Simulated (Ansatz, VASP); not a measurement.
**Na5Ir in VASP and in Ansatz**

```
CELL_PARAMETERS angstrom
2.86732 1.65545 5.11941
-2.86732 1.65545 5.11941
0.00000 -3.31089 5.11941
ATOMIC_POSITIONS crystal
Na 0.65710 0.65710 0.65710
Na 0.34290 0.34290 0.34290
Na 0.50000 0.12761 0.87239
Na 0.87239 0.50000 0.12761
Na 0.12761 0.87239 0.50000
Ir 0.00000 0.00000 0.00000
```

Change from the starting cell: species swapped into the SnAu5 type (R32, No. 155).

Alike in both runs: functional PBE; k mesh 12 × 12 × 12; occupations gaussian, width 0.1 eV; no spin polarisation.

Ansatz relaxed the structure, and its values are those at the end. VASP's run is a single point on that final structure, the one shown.

|  | VASP | Ansatz |
| --- | --- | --- |
| version | VASP 6.6.1 | Ansatz 0.2.0 |
| potentials or method | VASP PAW PBE potentials, release 64 (Na_pv, Ir), cutoff 520 eV | scalar-relativistic, plane waves, PAW |
| valence electrons in the cell | 44 | 62 |

```tsv
	VASP	Ansatz	Ansatz less VASP
gap on the k mesh at the Fermi level (eV)	none	none	-
pressure (GPa)	0.0	0.0	0.00
```

A gap of «none» marks a metal or a gap that the smearing closes. VASP's potentials hold 44 valence electrons a cell and Ansatz's 62, so a difference there can come from the potentials and not from the codes.

Spin-orbit coupling is off throughout.
